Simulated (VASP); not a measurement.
Here is a VASP 6.6.1 calculation.

Contents of INCAR:

```
SYSTEM = AlN
  PREC = Accurate
  ENCUT = 520
  EDIFF = 1E-7
  ISMEAR = 0
  SIGMA = 0.05
  LREAL = .FALSE.
  LASPH = .TRUE.
  NELM = 100
  ALGO = Normal
  ISIF = 2
  LWAVE = .FALSE.
  LCHARG = .FALSE.
  GGA = PE
  NBANDS = 11
```

Contents of KPOINTS:

```
Automatic mesh
0
G
  10 10 10
  0 0 0
```

The input POSCAR:

```
AlN
1.0
    0.0000000000      2.1839935596      2.2385933986
    2.1839935596      0.0000000000      2.2385933986
    2.1839935596      2.1839935596      0.0000000000
Al N
1 1
Direct
    0.0000000000      0.0000000000      0.0000000000
    0.7500000000      0.7500000000      0.7500000000
```

Potentials or basis: VASP PAW PBE potentials, release 64 (Al, N).

Command:

```bash
$ cat potpaw_PBE.64/Al/POTCAR potpaw_PBE.64/N/POTCAR > POTCAR
$ mpirun -np 1 vasp_std > vasp.out
```

Predict the band gap on the k mesh.

3.23 eV, indirect (least direct gap 3.94 eV).

Estimate the pressure.

-0.4 GPa.

Stress tensor (GPa, compression positive):
```
 0.75  0.00  0.00
 0.00  0.75  0.00
 0.00  0.00 -2.81
```

Caveat: the cell differs from its parent crystal (strain +0.0250 x Voigt [0, 0, 1, 0, 0, 0]). A k mesh can miss the band edges.
